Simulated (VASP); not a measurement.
# V (Fm-3m) in VASP: notebook

The runs below take V through single point, with LDA, revPBE+D3(BJ), PBE.

Program: VASP 6.6.1. These are calculated values, not measurements. Logs are shortened: lines on timing, memory, paths and dates and some standing lists are left out, and cuts for length are marked.

## 1. The cell of the first run

Symmetry: Fm-3m, No. 225, cubic system. Conventional cell: a = 3.790 Å, b = 3.790 Å, c = 3.790 Å, α = 90.00°, β = 90.00°, γ = 90.00°. V (site symmetry m-3m) has 12 V at 2.68 Å within 3.5 Å.

## 2. Single point, LDA, collinear spin, zero start

Contents of INCAR:

```
SYSTEM = V
ALGO = Normal
EDIFF = 1E-6
ENCUT = 520
ISIF = 2
ISMEAR = 1
ISPIN = 2
LASPH = .True.
LCHARG = .True.
LELF = .True.
LMAXMIX = 4
LORBIT = 11
LREAL = .False.
LVHAR = .True.
LWAVE = .False.
MAGMOM = 0
NBANDS = 16
NELM = 150
PREC = Accurate
SIGMA = 0.15
```

Contents of KPOINTS:

```
k-points
0
Gamma
  12 12 12
  0 0 0
```

Contents of POSCAR:

```
V
1.0
    0.0000000000      1.8950000000      1.8950000000
    1.8950000000      0.0000000000      1.8950000000
    1.8950000000      1.8950000000      0.0000000000
V
1
Direct
    0.0000000000      0.0000000000      0.0000000000
```

Potentials or basis: VASP PAW LDA potentials, release 64 (V_sv).

The run is started by

```console
$ cat potpaw_LDA.64/V_sv/POTCAR > POTCAR
$ mpirun -np 1 vasp_std > vasp.out
```

OUTCAR:

```text
SYSTEM = V
   EDIFF = 1E-6
   ENCUT = 520
   ISIF = 2
   ISMEAR = 1
   ISPIN = 2
   LASPH = .True.
   LORBIT = 11
   LREAL = .False.
   NELM = 150
   PREC = Accurate

 ion  position               nearest neighbor table
   1  0.000  0.000  0.000-

  LATTYP: Found a face centered cubic cell.
 ALAT       =     3.7900000000

  Lattice vectors:

 A1 = (   0.0000000000,   1.8950000000,   1.8950000000)
 A2 = (   1.8950000000,   0.0000000000,   1.8950000000)
 A3 = (   1.8950000000,   1.8950000000,   0.0000000000)

Analysis of symmetry for initial positions (statically):
=====================================================================
 Subroutine PRICEL returns:
 Original cell was already a primitive cell.

 Routine SETGRP: Setting up the symmetry group for a
 face centered cubic supercell.

 Subroutine GETGRP returns: Found 48 space group operations
 (whereof 48 operations were pure point group operations)
 out of a pool of 48 trial point group operations.

The static configuration has the point symmetry O_h .

Analysis of symmetry for dynamics (positions and initial velocities):
=====================================================================
 Subroutine PRICEL returns:
 Original cell was already a primitive cell.

 Routine SETGRP: Setting up the symmetry group for a
 face centered cubic supercell.

 Subroutine GETGRP returns: Found 48 space group operations
 (whereof 48 operations were pure point group operations)
 out of a pool of 48 trial point group operations.

The dynamic configuration has the point symmetry O_h .

Analysis of structural, dynamic, and magnetic symmetry:
=====================================================================
 Subroutine PRICEL returns:
 Original cell was already a primitive cell.

 Routine SETGRP: Setting up the symmetry group for a
 face centered cubic supercell.

 Subroutine GETGRP returns: Found 48 space group operations
 (whereof 48 operations were pure point group operations)
 out of a pool of 48 trial point group operations.

The overall configuration has the point symmetry O_h .

 Subroutine INISYM returns: Found 48 space group operations
 (whereof 48 operations are pure point group operations),
 and found     1 'primitive' translations

----------------------------------------------------------------------------------------

                                     Primitive cell

  volume of cell :      13.6100

  direct lattice vectors                    reciprocal lattice vectors
     0.000000000  1.895000000  1.895000000    -0.263852243  0.263852243  0.263852243
     1.895000000  0.000000000  1.895000000     0.263852243 -0.263852243  0.263852243
     1.895000000  1.895000000  0.000000000     0.263852243  0.263852243 -0.263852243

  length of vectors
     2.679934701  2.679934701  2.679934701     0.457005490  0.457005490  0.457005490

  position of ions in fractional coordinates (direct lattice)
     0.000000000  0.000000000  0.000000000

  ion indices of the primitive-cell ions
   primitive index   ion index
                 1           1

----------------------------------------------------------------------------------------

 KPOINTS: k-points

Automatic generation of k-mesh.
 Grid dimensions read from file:
 generate k-points for:   12   12   12

 Generating k-lattice:

  Cartesian coordinates                     Fractional coordinates (reciprocal lattice)
    -0.021987687  0.021987687  0.021987687     0.083333333  0.000000000  0.000000000
     0.021987687 -0.021987687  0.021987687     0.000000000  0.083333333  0.000000000
     0.021987687  0.021987687 -0.021987687     0.000000000  0.000000000  0.083333333

  Length of vectors
     0.038083791  0.038083791  0.038083791

  Shift w.r.t. Gamma in fractional coordinates (k-lattice)
     0.000000000  0.000000000  0.000000000

 Subroutine IBZKPT returns following result:
 ===========================================

 Found     72 irreducible k-points:

 Following reciprocal coordinates:
            Coordinates               Weight
  0.000000  0.000000  0.000000      1.000000
[... 40 lines left out ...]
   LEPSILON=     F    determine dielectric tensor
   LRPA    =     F    only Hartree local field effects (RPA)
 spin polarized calculation
 Methfessel and Paxton  Order N= 1 SIGMA  =   0.15
  energy-cutoff  :      520.00
  volume of cell :       13.61
 maximum number of plane-waves:       380
   NGX =  9   NGY =  9   NGZ =  9

 number of electron      13.0000007 magnetization       0.0000018

 number of electron      13.0000007 magnetization      -0.0000014

 Free energy of the ion-electron system (eV)
  ---------------------------------------------------
  ext. energy  EPLUGINS =         0.00000000
  ---------------------------------------------------
  free energy    TOTEN  =        -9.64646740 eV

  energy without entropy =       -9.64924284  energy(sigma->0) =       -9.64739254

 E-fermi :   9.6710     XC(G=0): -13.1715

 val. band max:        9.6700031369   @ k =   0.5000   0.0000   0.0000
 cond. band min:       9.6816117798   @ k =   0.0833   0.0000   0.0000
 fundamental gap:      0.0116086429
 Fermi energy:         9.6709746052

 spin component 1

 k-point     1 :       0.0000    0.0000    0.0000
  band No.  band energies     occupation
      1     -53.6227      1.00000
      2     -27.3519      1.00000
      3     -27.3519      1.00000
      4     -27.3519      1.00000
      5       2.8633      1.00000
      6       9.8195     -0.02404
[... 8 lines left out ...]
     15      37.3884      0.00000
     16      38.2806      0.00000
[... 419 lines left out ...]
 k-point    24 :      -0.4167    0.1667    0.0000
  band No.  band energies     occupation
      1     -53.4176      1.00000
      2     -28.1617      1.00000
      3     -27.6285      1.00000
      4     -27.4979      1.00000
      5       7.0033      1.00000
      6       8.7334      1.00000
[... 8 lines left out ...]
     15      37.5137      0.00000
     16      37.7714      0.00000

 [... further k-points ...]

 spin component 2

 k-point     1 :       0.0000    0.0000    0.0000
  band No.  band energies     occupation
      1     -53.6227      1.00000
      2     -27.3519      1.00000
      3     -27.3519      1.00000
      4     -27.3519      1.00000
      5       2.8633      1.00000
      6       9.8195     -0.02404
[... 8 lines left out ...]
     15      37.3884      0.00000
     16      38.2806      0.00000
[... 419 lines left out ...]
 k-point    24 :      -0.4167    0.1667    0.0000
  band No.  band energies     occupation
      1     -53.4176      1.00000
      2     -28.1617      1.00000
      3     -27.6285      1.00000
      4     -27.4979      1.00000
      5       7.0033      1.00000
      6       8.7334      1.00000
[... 8 lines left out ...]
     15      37.5137      0.00000
     16      37.7714      0.00000

 [... further k-points ...]

------------------------ aborting loop because EDIFF is reached ----------------------------------------

  FORCE on cell =-STRESS in cart. coord.  units (eV):
  Direction    XX          YY          ZZ          XY          YZ          ZX
  --------------------------------------------------------------------------------------
  -------------------------------------------------------------------------------------
  Total       -0.7403790     -0.7403790     -0.7403790     -0.0000000     -0.0000000      0.0000000
  in kB      -87.1579551    -87.1579551    -87.1579551     -0.0000000     -0.0000000      0.0000000
  external PRESSURE =     -87.1579551 kB  Pullay stress =       0.0000000 kB

 VOLUME and BASIS-vectors are now :
 -----------------------------------------------------------------------------
  energy-cutoff  :      520.00
  volume of cell :       13.61
      direct lattice vectors                 reciprocal lattice vectors
     0.000000000  1.895000000  1.895000000    -0.263852243  0.263852243  0.263852243
     1.895000000  0.000000000  1.895000000     0.263852243 -0.263852243  0.263852243
     1.895000000  1.895000000  0.000000000     0.263852243  0.263852243 -0.263852243

 POSITION                                       TOTAL-FORCE (eV/Angst)
 -----------------------------------------------------------------------------------
      0.00000      0.00000      0.00000         0.000000      0.000000      0.000000
 -----------------------------------------------------------------------------------
    total drift:                                0.000000     -0.000000      0.000000

  FREE ENERGIE OF THE ION-ELECTRON SYSTEM (eV)
  ---------------------------------------------------
  free  energy   TOTEN  =        -9.6464673956 eV

  energy  without entropy=       -9.6492428398  energy(sigma->0) =       -9.64739254

 total charge

# of ion       s       p       d       tot
------------------------------------------
    1        2.351   6.226   3.073  11.650

 magnetization (x)

# of ion       s       p       d       tot
------------------------------------------
    1       -0.000   0.000  -0.000  -0.000
```

It took 9.3 s on 1 thread of Intel Xeon 6975P-C (Granite Rapids), shared host; peak memory 0.13 GiB.

Results:

```yaml
Free_energy: -9.6465 eV
Pressure: -8.7 GPa
Net_moment: 0.00 μB per cell
Valence_electrons_inside_the_program's_atomic_spheres: V 11.65
```

## 3. Single point, revPBE+D3(BJ), collinear spin, zero start

Contents of INCAR:

```
SYSTEM = V
PREC = Accurate ; ENCUT = 520
EDIFF = 1E-6 ; ISMEAR = -1
SIGMA = 0.15 ; LREAL = .FALSE.
LASPH = .TRUE. ; NELM = 150
ALGO = Fast ; ISIF = 2
LWAVE = .FALSE. ; LCHARG = .FALSE.
ISPIN = 2 ; MAGMOM = 0
LORBIT = 11 ; LMAXMIX = 4
GGA = RE ; IVDW = 12
NBANDS = 16
```

Contents of KPOINTS:

```
Automatic mesh
0
G
  12 12 12
  0 0 0
```

POSCAR is that of step 2.

Potentials or basis: VASP PAW PBE potentials, release 64 (V_sv).

The run is started by

```console
$ cat potpaw_PBE.64/V_sv/POTCAR > POTCAR
$ mpirun -np 1 vasp_std > vasp.out
```

Run time: 12 s. Hardware: 1 thread of Intel Xeon 6975P-C (Granite Rapids), shared host; peak memory 0.15 GiB.

It converged, with:

```yaml
Free_energy: -9.6905 eV
Pressure: -7.5 GPa
Net_moment: 0.00 μB per cell
Valence_electrons_inside_the_program's_atomic_spheres: V 11.62
Dispersion_energy_per_atom: -1.261 eV
```

Levels at points of the mesh, in eV from the Fermi level:
Spin up:
| k point | band 2 | band 3 | band 4 | band 5 | band 6 | band 7 | band 8 | band 9 | band 10 | band 11 |
| --- | --- | --- | --- | --- | --- | --- | --- | --- | --- | --- |
| (0.00, 0.00, 0.00) | -37.42 | -37.42 | -37.42 | -6.90 | 0.17 | 0.17 | 0.17 | 1.97 | 1.97 | 17.72 |
| (0.50, 0.00, 0.00) | -38.29 | -37.53 | -37.53 | -3.39 | 0.05 | 0.05 | 0.82 | 3.16 | 3.16 | 9.21 |
| (0.50, 0.50, 0.00) | -38.23 | -37.73 | -37.73 | -3.55 | -2.69 | 3.15 | 3.46 | 3.46 | 3.47 | 11.93 |
Spin down:
| k point | band 3 | band 4 | band 5 | band 6 | band 7 | band 8 | band 9 | band 10 |
| --- | --- | --- | --- | --- | --- | --- | --- | --- |
| (0.00, 0.00, 0.00) | -37.42 | -37.42 | -6.90 | 0.17 | 0.17 | 0.17 | 1.97 | 1.97 |
| (0.50, 0.00, 0.00) | -37.53 | -37.53 | -3.39 | 0.05 | 0.05 | 0.82 | 3.16 | 3.16 |
| (0.50, 0.50, 0.00) | -37.73 | -37.73 | -3.55 | -2.69 | 3.15 | 3.46 | 3.46 | 3.47 |

Caveat: three body term missing; the PAW data sets were made with another functional, which shifts forces and pressure a little; pairwise dispersion overbinds metals, which lowers pressure and volume.

## 4. Single point, PBE, collinear spin, ferromagnetic start

This run uses another cell than the first one, of 12.79 Å³/atom, 0.940 times its volume.

Contents of INCAR:

```
PREC = Accurate
ENCUT = 520
EDIFF = 1E-6
ISMEAR = -1
SIGMA = 0.05
LREAL = False
LASPH = True
NELM = 150
ALGO = Normal
ISIF = 2
LWAVE = False
LCHARG = True
ISPIN = 2
MAGMOM = 2
LORBIT = 11
LMAXMIX = 4
GGA = PE
LELF = True
LVHAR = True
NBANDS = 16
```

Contents of KPOINTS:

```
regular mesh
0
Gamma
  12 12 12
```

Contents of POSCAR:

```
V
1.0
    0.0000000000      1.8563156760      1.8563156760
    1.8563156760      0.0000000000      1.8563156760
    1.8563156760      1.8563156760      0.0000000000
V
1
Direct
    0.0000000000      0.0000000000      0.0000000000
```

The run is started by

```console
$ cat potpaw_PBE.64/V_sv/POTCAR > POTCAR
$ mpirun -np 1 vasp_std > vasp.out
```

Wall time 12 s (1 thread of Intel Xeon 6975P-C (Granite Rapids), shared host); peak memory 0.14 GiB.

Results (log left out):

```
Free energy                                           : -8.6994 eV
Pressure                                              : 17.4 GPa
Net moment                                            : 0.00 μB per cell
Valence electrons inside the program's atomic spheres : V 11.74
```

Levels at points of the mesh, in eV from the Fermi level:
Spin up:
```csv
k point,band 3,band 4,band 5,band 6,band 7,band 8,band 9,band 10
"(0.00, 0.00, 0.00)",-37.24,-37.24,-7.04,0.14,0.14,0.14,2.09,2.09
"(0.50, 0.00, 0.00)",-37.37,-37.37,-3.60,0.00,0.00,1.01,3.40,3.40
"(0.50, 0.50, 0.00)",-37.60,-37.60,-3.86,-2.95,3.38,3.74,3.74,3.82
```
Spin down:
| k point | band 2 | band 3 | band 4 | band 5 | band 6 | band 7 | band 8 | band 9 | band 10 | band 11 |
| --- | --- | --- | --- | --- | --- | --- | --- | --- | --- | --- |
| (0.00, 0.00, 0.00) | -37.24 | -37.24 | -37.24 | -7.04 | 0.14 | 0.14 | 0.14 | 2.09 | 2.09 | 18.10 |
| (0.50, 0.00, 0.00) | -38.29 | -37.37 | -37.37 | -3.60 | 0.00 | 0.00 | 1.01 | 3.40 | 3.40 | 9.95 |
| (0.50, 0.50, 0.00) | -38.22 | -37.60 | -37.60 | -3.86 | -2.95 | 3.38 | 3.74 | 3.74 | 3.82 | 12.74 |

## 5. Single point, PBE, collinear spin, ferromagnetic start

This run uses another cell than the first one, of 13.07 Å³/atom, 0.960 times its volume.

Contents of INCAR:

```
SYSTEM = V
ALGO = Fast ; EDIFF = 1E-6
ENCUT = 520 ; GGA = PE
ISIF = 2 ; ISMEAR = -1
ISPIN = 2 ; LASPH = .TRUE.
LCHARG = .TRUE. ; LELF = .TRUE.
LMAXMIX = 4 ; LORBIT = 11
LREAL = .FALSE. ; LVHAR = .TRUE.
LWAVE = .FALSE. ; MAGMOM = 2
NBANDS = 16 ; NELM = 150
PREC = Accurate ; SIGMA = 0.05
```

Contents of KPOINTS:

```
k-points
0
G
  12 12 12
  0 0 0
```

Contents of POSCAR:

```
V
1.0
    0.0000000000      1.8693887523      1.8693887523
    1.8693887523      0.0000000000      1.8693887523
    1.8693887523      1.8693887523      0.0000000000
V
1
Direct
    0.0000000000      0.0000000000      0.0000000000
```

The run is started by

```console
$ cat potpaw_PBE.64/V_sv/POTCAR > POTCAR
$ mpirun -np 1 vasp_std > vasp.out
```

It took 12 s on 1 thread of Intel Xeon 6975P-C (Granite Rapids), shared host; peak memory 0.14 GiB.

It converged, with:

| Quantity | Value |
| --- | --- |
| Free energy | -8.7249 eV |
| Pressure | 12.4 GPa |
| Net moment | 0.00 μB per cell |
| Valence electrons inside the program's atomic spheres | V 11.70 |

Levels at points of the mesh, in eV from the Fermi level:
Spin up:
```
           k point  band 2  band 3  band 4  band 5  band 6  band 7  band 8  band 9  band 10  band 11
(0.00, 0.00, 0.00)  -37.29  -37.29  -37.29   -6.99    0.15    0.15    0.15    2.04     2.04    17.98
(0.50, 0.00, 0.00)  -38.27  -37.41  -37.41   -3.52    0.01    0.01    0.95    3.31     3.31     9.69
(0.50, 0.50, 0.00)  -38.21  -37.63  -37.63   -3.75   -2.86    3.30    3.64    3.64     3.70    12.46
```
Spin down:
| k point | band 2 | band 3 | band 4 | band 5 | band 6 | band 7 | band 8 | band 9 | band 10 | band 11 |
| --- | --- | --- | --- | --- | --- | --- | --- | --- | --- | --- |
| (0.00, 0.00, 0.00) | -37.29 | -37.29 | -37.29 | -6.99 | 0.15 | 0.15 | 0.15 | 2.04 | 2.04 | 17.98 |
| (0.50, 0.00, 0.00) | -38.28 | -37.41 | -37.41 | -3.52 | 0.01 | 0.01 | 0.95 | 3.31 | 3.31 | 9.69 |
| (0.50, 0.50, 0.00) | -38.21 | -37.63 | -37.63 | -3.75 | -2.86 | 3.30 | 3.64 | 3.64 | 3.70 | 12.46 |

## 6. Single point, PBE, collinear spin, ferromagnetic start

This run uses another cell than the first one, of 13.34 Å³/atom, 0.980 times its volume.

Contents of INCAR:

```
SYSTEM = V
ALGO = Fast
EDIFF = 1E-7
ENCUT = 520
GGA = PE
ISIF = 2
ISMEAR = -1
ISPIN = 2
LASPH = .TRUE.
LCHARG = .FALSE.
LMAXMIX = 4
LORBIT = 11
LREAL = .FALSE.
LWAVE = .FALSE.
MAGMOM = 2
NBANDS = 16
NELM = 150
PREC = Accurate
SIGMA = 0.05
```

KPOINTS is that of step 5.

Contents of POSCAR:

```
V
1.0
    0.0000000000      1.8822814960      1.8822814960
    1.8822814960      0.0000000000      1.8822814960
    1.8822814960      1.8822814960      0.0000000000
V
1
Direct
    0.0000000000      0.0000000000      0.0000000000
```

Potentials or basis: VASP PAW PBE potentials, release 64 (V_sv).

The run is started by

```console
$ cat potpaw_PBE.64/V_sv/POTCAR > POTCAR
$ mpirun -np 1 vasp_std > vasp.out
```

Run time: 16 s. Hardware: 1 thread of Intel Xeon 6975P-C (Granite Rapids), shared host; peak memory 0.14 GiB.

The run converged. Its results:

```
Free energy                                           : -8.7424 eV
Pressure                                              : 8.1 GPa
Net moment                                            : 0.00 μB per cell
Valence electrons inside the program's atomic spheres : V 11.66
```

Levels at points of the mesh, in eV from the Fermi level:
Spin up:
```tsv
k point	band 2	band 3	band 4	band 5	band 6	band 7	band 8	band 9	band 10	band 11
(0.00, 0.00, 0.00)	-37.34	-37.34	-37.34	-6.94	0.16	0.16	0.16	2.00	2.00	17.87
(0.50, 0.00, 0.00)	-38.26	-37.45	-37.45	-3.45	0.03	0.03	0.90	3.23	3.23	9.44
(0.50, 0.50, 0.00)	-38.20	-37.66	-37.66	-3.65	-2.77	3.21	3.55	3.55	3.59	12.20
```
Spin down:
```tsv
k point	band 3	band 4	band 5	band 6	band 7	band 8	band 9	band 10
(0.00, 0.00, 0.00)	-37.34	-37.34	-6.94	0.16	0.16	0.16	2.00	2.00
(0.50, 0.00, 0.00)	-37.45	-37.45	-3.45	0.03	0.03	0.90	3.23	3.23
(0.50, 0.50, 0.00)	-37.66	-37.66	-3.65	-2.77	3.21	3.55	3.55	3.59
```

## 7. The runs side by side

| level | potentials or basis | spin | cell | smearing | gap on the mesh (eV) | pressure (GPa) | moment (μB) |
| --- | --- | --- | --- | --- | --- | --- | --- |
| LDA | VASP PAW LDA potentials, release 64 (V_sv) | collinear, zero start | a = 2.680 Å, angles 60.0°, 1 atom | methfessel-paxton 0.15 eV | none | -8.7 | 0.00 |
| revPBE+D3(BJ) | VASP PAW PBE potentials, release 64 (V_sv) | collinear, zero start | a = 2.680 Å, angles 60.0°, 1 atom | fermi-dirac 0.15 eV | none | -7.5 | 0.00 |
| PBE | VASP PAW PBE potentials, release 64 (V_sv) | collinear, ferromagnetic start | a = 2.625 Å, angles 60.0°, 1 atom | fermi-dirac 0.05 eV | none | 17.4 | 0.00 |
| PBE | VASP PAW PBE potentials, release 64 (V_sv) | collinear, ferromagnetic start | a = 2.644 Å, angles 60.0°, 1 atom | fermi-dirac 0.05 eV | none | 12.4 | 0.00 |
| PBE | VASP PAW PBE potentials, release 64 (V_sv) | collinear, ferromagnetic start | a = 2.662 Å, angles 60.0°, 1 atom | fermi-dirac 0.05 eV | none | 8.1 | 0.00 |

Alike in all rows: task single point; k mesh 12 × 12 × 12; cutoff (eV) 520.

Caveats: three body term missing (some runs); the PAW data sets were made with another functional, which shifts forces and pressure a little (some runs); pairwise dispersion overbinds metals, which lowers pressure and volume (some runs).

Absolute energies hang on the potentials; compare differences alone.
